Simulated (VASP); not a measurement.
# Al (P-1) in VASP: settings compared, part 2 of 2

VASP 6.6.1. The steps go on from the part before.

### 4 Single point, r2SCAN

The input, POSCAR:

```
Al
1.0
   -1.5759003900      1.6569236100      1.6579838500
    1.4794763400     -1.5976414500      1.5022776300
    1.6144548200      1.6361958800     -1.5987016800
Al
1
Direct
    0.0000000000      0.0000000000      0.0000000000
```

The input, INCAR.step1:

```
  PREC = Accurate
  ENCUT = 520
  ISMEAR = 0
  SIGMA = 0.1
  LREAL = F
  LASPH = T
  NELM = 100
  NBANDS = 8
  GGA = PE
  ALGO = Normal
  EDIFF = 1E-4
  LWAVE = T
  LCHARG = F
```

The input, INCAR.step2:

```
  PREC = Accurate
  ENCUT = 520
  EDIFF = 1E-7
  ISMEAR = 0
  SIGMA = 0.1
  LREAL = F
  LASPH = T
  NELM = 100
  ALGO = Normal
  ISIF = 2
  LWAVE = F
  LCHARG = F
  METAGGA = R2SCAN
  LMIXTAU = T
  NBANDS = 8
  ISTART = 1
```

The input, KPOINTS:

```
regular mesh
0
Gamma
  8 9 8
```

Potentials or basis: VASP PAW PBE potentials, release 64 (Al).

Launch:

```console
$ cat potpaw_PBE.64/Al/POTCAR > POTCAR
$ cp INCAR.step1 INCAR
$ mpirun -np 1 vasp_std > vasp.out
$ cp INCAR.step2 INCAR
$ mpirun -np 1 vasp_std > vasp.out
```

OUTCAR:

```text
PREC = Accurate
   ENCUT = 520
   EDIFF = 1E-7
   ISMEAR = 0
   LREAL = F
   LASPH = T
   NELM = 100
   ISIF = 2
   METAGGA = R2SCAN
   ISTART = 1

 ion  position               nearest neighbor table
   1  0.000  0.000  0.000-

  LATTYP: Found a triclinic cell.
 ALAT       =     2.6454010133
 B/A-ratio  =     1.6944159200
 C/A-ratio  =     1.0676998823
 COS(alpha) =     0.0003266186
 COS(beta)  =     0.3329699808
 COS(gamma) =     0.8117332543

[... 446 lines left out ...]
      6      25.7815      0.00000
      7      27.0324      0.00000
      8      30.4574      0.00000

 [... further k-points ...]

------------------------ aborting loop because EDIFF is reached ----------------------------------------

  FORCE on cell =-STRESS in cart. coord.  units (eV):
  Direction    XX          YY          ZZ          XY          YZ          ZX
  --------------------------------------------------------------------------------------
  -------------------------------------------------------------------------------------
  Total       -0.1012213      0.3628651     -0.0798874     -0.2156249     -0.2937503      0.3319470
  in kB      -10.0879008     36.1637995     -7.9617265    -21.4895683    -29.2756870     33.0824423
  external PRESSURE =       6.0380574 kB  Pullay stress =       0.0000000 kB

 VOLUME and BASIS-vectors are now :
 -----------------------------------------------------------------------------
  energy-cutoff  :      520.00
  volume of cell :       16.08
      direct lattice vectors                 reciprocal lattice vectors
    -1.575900390  1.656923610  1.657983850     0.005979769  0.297994469  0.311021997
     1.479476340 -1.597641450  1.502277630     0.333519928 -0.009787513  0.326789278
     1.614454820  1.636195880 -1.598701680     0.319605524  0.299847346  0.004126893

 POSITION                                       TOTAL-FORCE (eV/Angst)
 -----------------------------------------------------------------------------------
      0.00000      0.00000      0.00000         0.000000     -0.000000      0.000000
 -----------------------------------------------------------------------------------
    total drift:                                0.000000     -0.000000      0.000000

  FREE ENERGIE OF THE ION-ELECTRON SYSTEM (eV)
  ---------------------------------------------------
  free  energy   TOTEN  =        -6.6038766599 eV

  energy  without entropy=       -6.6021400182  energy(sigma->0) =       -6.60300834
```

Run time: 36 s. Hardware: 1 thread of Intel Xeon 6975P-C (Granite Rapids), shared host; peak memory 0.15 GiB.

Results:

| Item | Value |
| --- | --- |
| Free energy | -6.6039 eV |
| Pressure | 0.6 GPa |
| Band gap on the k mesh | zero (an odd number of electrons rules out a gap without spin polarisation) |

Stress tensor (GPa, compression positive):
```
-1.01 -2.15  3.31
-2.15  3.62 -2.93
 3.31 -2.93 -0.80
```

Caveat: the PAW data sets were made with another functional, which shifts forces and pressure a little.

### 5 Single point, r2SCAN

POSCAR is that of step 4.

The input, INCAR.step1:

```
SYSTEM = Al
ALGO     = Normal         ! electronic algorithm
EDIFF    = 1E-4           ! SCF threshold, eV
ENCUT    = 520            ! plane-wave cutoff, eV
GGA      = PE             ! functional
ISMEAR   = 0              ! smearing method
LASPH    = .True.         ! aspherical terms in the spheres
LCHARG   = .False.        ! write CHGCAR
LREAL    = .False.        ! projectors in reciprocal space
LWAVE    = .True.         ! write WAVECAR
NBANDS   = 8              ! bands
NELM     = 80             ! most SCF steps
PREC     = Accurate       ! precision mode
SIGMA    = 0.1            ! smearing width, eV
```

The input, INCAR.step2:

```
SYSTEM = Al
ALGO     = Normal         ! electronic algorithm
EDIFF    = 1E-7           ! SCF threshold, eV
ENCUT    = 520            ! plane-wave cutoff, eV
ISIF     = 2              ! what is computed and relaxed
ISMEAR   = 0              ! smearing method
ISTART   = 1            
LASPH    = .True.         ! aspherical terms in the spheres
LCHARG   = .False.        ! write CHGCAR
LMIXTAU  = .True.       
LREAL    = .False.        ! projectors in reciprocal space
LWAVE    = .False.        ! write WAVECAR
METAGGA  = R2SCAN         ! meta-GGA
NBANDS   = 8              ! bands
NELM     = 80             ! most SCF steps
PREC     = Accurate       ! precision mode
SIGMA    = 0.1            ! smearing width, eV
```

The input, KPOINTS:

```
k-points
0
Gamma
  8 9 8
  0 0 0
```

Potentials or basis: VASP PAW PBE potentials, release 64 (Al).

Launch:

```console
$ cat potpaw_PBE.64/Al/POTCAR > POTCAR
$ cp INCAR.step1 INCAR
$ mpirun -np 1 vasp_std > vasp.out
$ cp INCAR.step2 INCAR
$ mpirun -np 1 vasp_std > vasp.out
```

OUTCAR:

```text
SYSTEM = Al
   EDIFF = 1E-7
   ENCUT = 520
   ISIF = 2
   ISMEAR = 0
   ISTART = 1
   LASPH = .True.
   LREAL = .False.
   METAGGA = R2SCAN
   NELM = 80
   PREC = Accurate

 ion  position               nearest neighbor table
   1  0.000  0.000  0.000-

  LATTYP: Found a triclinic cell.
 ALAT       =     2.6454010133
 B/A-ratio  =     1.6944159200
 C/A-ratio  =     1.0676998823
 COS(alpha) =     0.0003266186
 COS(beta)  =     0.3329699808
 COS(gamma) =     0.8117332543

[... 447 lines left out ...]
      7      27.0324      0.00000
      8      30.4574      0.00000

 [... further k-points ...]

------------------------ aborting loop because EDIFF is reached ----------------------------------------

  FORCE on cell =-STRESS in cart. coord.  units (eV):
  Direction    XX          YY          ZZ          XY          YZ          ZX
  --------------------------------------------------------------------------------------
  -------------------------------------------------------------------------------------
  Total       -0.1012213      0.3628651     -0.0798874     -0.2156249     -0.2937503      0.3319470
  in kB      -10.0879008     36.1637995     -7.9617265    -21.4895683    -29.2756870     33.0824423
  external PRESSURE =       6.0380574 kB  Pullay stress =       0.0000000 kB

 VOLUME and BASIS-vectors are now :
 -----------------------------------------------------------------------------
  energy-cutoff  :      520.00
  volume of cell :       16.08
      direct lattice vectors                 reciprocal lattice vectors
    -1.575900390  1.656923610  1.657983850     0.005979769  0.297994469  0.311021997
     1.479476340 -1.597641450  1.502277630     0.333519928 -0.009787513  0.326789278
     1.614454820  1.636195880 -1.598701680     0.319605524  0.299847346  0.004126893

 POSITION                                       TOTAL-FORCE (eV/Angst)
 -----------------------------------------------------------------------------------
      0.00000      0.00000      0.00000         0.000000     -0.000000      0.000000
 -----------------------------------------------------------------------------------
    total drift:                                0.000000     -0.000000      0.000000

  FREE ENERGIE OF THE ION-ELECTRON SYSTEM (eV)
  ---------------------------------------------------
  free  energy   TOTEN  =        -6.6038766599 eV

  energy  without entropy=       -6.6021400182  energy(sigma->0) =       -6.60300834
```

OUTCAR.step1:

```text
SYSTEM = Al
   EDIFF = 1E-4
   ENCUT = 520
   GGA = PE
   ISMEAR = 0
   LASPH = .True.
[... 487 lines left out ...]
 -----------------------------------------------------------------------------------
      0.00000      0.00000      0.00000        -0.000000     -0.000000      0.000000
 -----------------------------------------------------------------------------------
    total drift:                                0.000000     -0.000000      0.000000

  FREE ENERGIE OF THE ION-ELECTRON SYSTEM (eV)
  ---------------------------------------------------
  free  energy   TOTEN  =        -3.6190606194 eV

  energy  without entropy=       -3.6169390765  energy(sigma->0) =       -3.61799985
```

OSZICAR.step1:

```text
N       E                     dE             d eps       ncg     rms          rms(c)
DAV:   1    -0.215541981602E+01   -0.21554E+01   -0.87285E+02  4640   0.206E+02
DAV:   2    -0.363732480066E+01   -0.14819E+01   -0.14015E+01  6648   0.189E+01
DAV:   3    -0.364440472297E+01   -0.70799E-02   -0.70766E-02  5536   0.150E+00
DAV:   4    -0.364442294413E+01   -0.18221E-04   -0.18221E-04  6976   0.687E-02
DAV:   5    -0.364442298846E+01   -0.44327E-07   -0.44756E-07  5520   0.202E-03    0.132E+00
DAV:   6    -0.362949135620E+01    0.14932E-01   -0.18383E-03  5216   0.194E-01    0.759E-01
DAV:   7    -0.361906732175E+01    0.10424E-01   -0.55127E-03  5304   0.316E-01    0.145E-01
DAV:   8    -0.361906061937E+01    0.67024E-05   -0.22184E-05  6048   0.314E-02
   1 F= -.36190606E+01 E0= -.36179998E+01  d E =-.212154E-02
```

Run time: 37 s. Hardware: 1 thread of Intel Xeon 6975P-C (Granite Rapids), shared host; peak memory 0.15 GiB.

What came out:

```yaml
Free_energy: -6.6039 eV
Pressure: 0.6 GPa
Band_gap_on_the_k_mesh: zero (an odd number of electrons rules out a gap without spin polarisation)
```

Stress tensor (GPa, compression positive):
```
-1.01 -2.15  3.31
-2.15  3.62 -2.93
 3.31 -2.93 -0.80
```

Caveat: the PAW data sets were made with another functional, which shifts forces and pressure a little.

### 6 Single point, PBE

The input, INCAR:

```
SYSTEM = Al
PREC = Accurate ; ENCUT = 520
EDIFF = 1E-6 ; ISMEAR = 1
SIGMA = 0.1 ; LREAL = .FALSE.
LASPH = .TRUE. ; NELM = 100
ALGO = Normal ; ISIF = 2
LWAVE = .FALSE. ; LCHARG = .FALSE.
GGA = PE ; NBANDS = 8
```

The input, KPOINTS:

```
Automatic mesh
0
G
  10 11 10
  0 0 0
```

POSCAR is that of step 5.

Potentials or basis: VASP PAW PBE potentials, release 64 (Al).

Launch:

```console
$ cat potpaw_PBE.64/Al/POTCAR > POTCAR
$ mpirun -np 1 vasp_std > vasp.out
```

Wall time 15 s (1 thread of Intel Xeon 6975P-C (Granite Rapids), shared host); peak memory 0.17 GiB.

The run converged. Its results:

| Quantity | Value |
| --- | --- |
| Free energy | -3.6258 eV |
| Pressure | 4.2 GPa |
| Band gap on the k mesh | zero (an odd number of electrons rules out a gap without spin polarisation) |

Stress tensor (GPa, compression positive):
```
 2.11 -2.02  3.18
-2.02  6.39 -3.36
 3.18 -3.36  4.15
```

Levels at points of the mesh, in eV from the Fermi level:
| k point | band 1 | band 2 | band 3 | band 4 | band 5 | band 6 |
| --- | --- | --- | --- | --- | --- | --- |
| (0.00, 0.00, 0.00) | -11.34 | 12.45 | 13.32 | 13.81 | 13.97 | 14.48 |
| (0.50, 0.00, 0.00) | -4.73 | -4.51 | 8.62 | 8.71 | 11.80 | 12.68 |
| (0.00, 0.00, 0.50) | -4.58 | -4.20 | 7.93 | 8.15 | 11.36 | 12.41 |
| (0.50, 0.00, 0.50) | -4.55 | -4.17 | 7.68 | 7.89 | 10.17 | 12.02 |

Caveat: the cell stands under pressure.

### 7 Summary

```csv
level,k mesh,smearing,gap on the mesh (eV),pressure (GPa)
PBE,8 × 9 × 8,gaussian 0.01 eV,none,4.1
PBE,8 × 9 × 8,gaussian 0.005 eV,none,4.1
r2SCAN,8 × 9 × 8,gaussian 0.1 eV,none,0.6
PBE,10 × 11 × 10,methfessel-paxton 0.1 eV,none,4.2
```

Alike in all rows: task single point; potentials or basis VASP PAW PBE potentials, release 64 (Al); no spin polarisation; cell as given; cutoff (eV) 520.

The pressure there spans 0.6 GPa (r2SCAN) to 4.2 GPa (PBE); a positive pressure means that this level wants a larger cell, a negative one a smaller.

Caveats: the cell stands under pressure (at least some runs); the PAW data sets were made with another functional, which shifts forces and pressure a little (at least some runs).

Absolute energies hang on the potentials; compare differences alone.
